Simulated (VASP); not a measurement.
BeGeSb2: single point with HSE06

BeGeSb2:

```
Be Sb Ge
1.0
     4.23220    0.00000    0.00000
     0.00000    4.23220    0.00000
     0.00000    0.00000   11.52752
Be Sb Ge
2 4 2
Direct
  0.50000 0.00000 0.89028
  0.00000 0.50000 0.10972
  0.50000 0.50000 0.00000
  0.00000 0.00000 0.21724
  0.50000 0.50000 0.50000
  0.00000 0.00000 0.78276
  0.50000 0.00000 0.35737
  0.00000 0.50000 0.64263
```

```json
{"Program": "VASP 6.6.1", "Task": "single point", "Functional": "HSE06", "Potentials or basis": "VASP PAW PBE potentials, release 64 (Be, Sb, Ge_d)", "Cutoff": "520 eV", "k mesh": "4 × 4 × 2", "Occupations": "fermi-dirac, width 0.02 eV", "Spin": "no spin polarisation"}
```

The pressure is -1.0 GPa, the largest force is 0.139 eV/Å and the band gap on the k mesh is 0.09 eV (least direct gap 0.21 eV).

Forces in eV/Å, atoms in the order of the input:
```
Be   0.000  0.000  0.025
Be   0.000  0.000 -0.025
Sb   0.000  0.000  0.000
Sb   0.000  0.000  0.139
Sb   0.000  0.000  0.000
Sb   0.000  0.000 -0.139
Ge   0.000  0.000 -0.088
Ge   0.000  0.000  0.088
```

Stress tensor (GPa, compression positive):
```
-0.77  0.00  0.00
 0.00 -0.77  0.00
 0.00  0.00 -1.44
```

Levels at points of the mesh, in eV from the valence-band top:
```tsv
k point	band 24	band 25	band 26	band 27	band 28	band 29
(0.00, 0.00, 0.00)	-0.37	0.00	0.00	0.21	0.40	0.72
(0.50, 0.00, 0.00)	-1.27	-0.81	-0.67	0.09	0.51	2.80
(0.50, 0.50, 0.00)	-2.32	-2.32	-2.14	0.55	0.55	0.76
(0.00, 0.00, 0.50)	-1.56	-0.55	-0.55	0.17	0.70	1.43
(0.50, 0.00, 0.50)	-1.83	-1.48	-0.67	0.78	1.12	2.67
(0.50, 0.50, 0.50)	-2.60	-2.60	-2.30	1.09	1.09	1.36
```

It took 20 min on 4 MPI ranks on Intel(R) Xeon(R) Platinum 8259CL CPU @ 2.50GHz (Skylake/Cascade Lake) (shared host), peak memory 0.49 GiB a rank.

Caveat: the PAW data sets were made with another functional, which shifts forces and pressure a little; spin-orbit coupling is left out, which moves the levels of the heavy elements. A k mesh can miss the band edges.
